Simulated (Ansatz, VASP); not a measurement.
CdTe: VASP beside Ansatz

Contents of POSCAR:

```
CdTe
1.0
    0.0000000000      3.2678590959      3.2678590959
    3.2678590959      0.0000000000      3.2678590959
    3.2678590959      3.2678590959      0.0000000000
Te Cd
1 1
Direct
    0.7500000000      0.7500000000      0.7500000000
    0.0000000000      0.0000000000      0.0000000000
```

Contents of INCAR.step1:

```
SYSTEM = CdTe
  ALGO = Normal
  EDIFF = 1E-5
  ENCUT = 520
  GGA = PE
  ISIF = 2
  ISMEAR = -1
  LASPH = .TRUE.
  LCHARG = .FALSE.
  LREAL = .FALSE.
  LWAVE = .TRUE.
  NBANDS = 16
  NELM = 80
  PREC = Accurate
  SIGMA = 0.05
```

File INCAR.step2:

```
SYSTEM = CdTe
  AEXX = 0.25
  ALGO = Normal
  EDIFF = 1E-6
  ENCUT = 520
  GGA = PE
  ISIF = 2
  ISMEAR = -1
  ISTART = 1
  LASPH = .TRUE.
  LCHARG = .FALSE.
  LHFCALC = .TRUE.
  LREAL = .FALSE.
  LWAVE = .FALSE.
  NBANDS = 16
  NELM = 80
  PREC = Accurate
  PRECFOCK = Normal
  SIGMA = 0.05
```

The input KPOINTS:

```
k-points
0
G
  4 4 4
  0 0 0
```

Contents of input.yaml:

```yaml
crystal:
  lattice:
    - [0.0, 3.2678590959, 3.2678590959]
    - [3.2678590959, 0.0, 3.2678590959]
    - [3.2678590959, 3.2678590959, 0.0]
  atoms:
    - { symbol: Te, position: [0.75, 0.75, 0.75] }
    - { symbol: Cd, position: [0.0, 0.0, 0.0] }
hamiltonian:
  xc: pbe0
  pseudopotentials: { kind: paw }
kpoints:
  mp_grid: { grid: [4, 4, 4] }
scf:
  occupations: { method: fermi_dirac, width: 0.05 }
output:
  forces: true
  stress: true
  eigenvalues: true
  write_density: true
  write_potential: true
  elf: true
  volumetric_format: npy
```

Alike in both runs: task single point; functional PBE0; k mesh 4 × 4 × 4; occupations fermi-dirac, width 0.05 eV; no spin polarisation.

```csv
,VASP,Ansatz
version,VASP 6.6.1,Ansatz 0.2.0
potentials or method,"VASP PAW PBE potentials, release 64 (Te, Cd)",Ansatz PAW
plane-wave cutoff (eV),520,420
valence electrons in the cell,18,36
```

```csv
,VASP,Ansatz,Ansatz less VASP
gap on the k mesh at the Fermi level (eV),2.16,2.20,+0.043
least direct gap on the mesh (eV),2.16,2.20,+0.043
pressure (GPa),0.5,0.6,+0.11
```

With one functional, cell and mesh, what is left measures potentials, basis and numerics. VASP's potentials hold 18 valence electrons a cell and Ansatz's 36, so a difference there can come from the potentials and not from the codes.

Neither program's run includes spin-orbit coupling.
